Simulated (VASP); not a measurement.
Set up this calculation in VASP 6.6.1, as the native input.

```
Task                   : single point
Functional             : LDA
Potentials or basis    : VASP PAW LDA potentials, release 64 (Mg_sv, O)
Cutoff                 : 840 eV
k mesh                 : 10 × 10 × 10
Occupations            : gaussian, width 0.02 eV
Spin                   : no spin polarisation
Dipole correction      : no
Further INCAR settings : ALGO = Normal; EDIFF = 1e-06; NBANDS = 15
```

The structure of MgO lies in POSCAR:

```
MgO
1.0
    0.0000000000      2.0795506197      2.0795506197
    2.0795506197      0.0000000000      2.0795506197
    2.0795506197      2.0795506197      0.0000000000
Mg O
1 1
Direct
    0.0000000000      0.0000000000      0.0000000000
    0.5000000000      0.5000000000      0.5000000000
```

One way to write it, as run:

INCAR

```
SYSTEM = MgO
PREC = Accurate
ENCUT = 840
EDIFF = 1E-6
ISMEAR = 0
SIGMA = 0.02
LREAL = .FALSE.
LASPH = .TRUE.
NELM = 120
ALGO = Normal
ISIF = 2
LWAVE = .FALSE.
LCHARG = .FALSE.
GGA = CA
NBANDS = 15
GGA_COMPAT = .FALSE.
```

KPOINTS

```
Automatic mesh
0
G
  10 10 10
  0 0 0
```

Potentials or basis: VASP PAW LDA potentials, release 64 (Mg_sv, O).

The run is started by

```bash
$ cat potpaw_LDA.64/Mg_sv/POTCAR potpaw_LDA.64/O/POTCAR > POTCAR
$ mpirun -np 1 vasp_std > vasp.out
```

It gave:

```json
{"Pressure": "0.6 GPa", "Band gap on the k mesh": "5.05 eV"}
```

Run time: 19 s on 1 thread of AMD EPYC 7R13 Processor (Zen 3), on a shared host, peak memory 0.12 GiB.
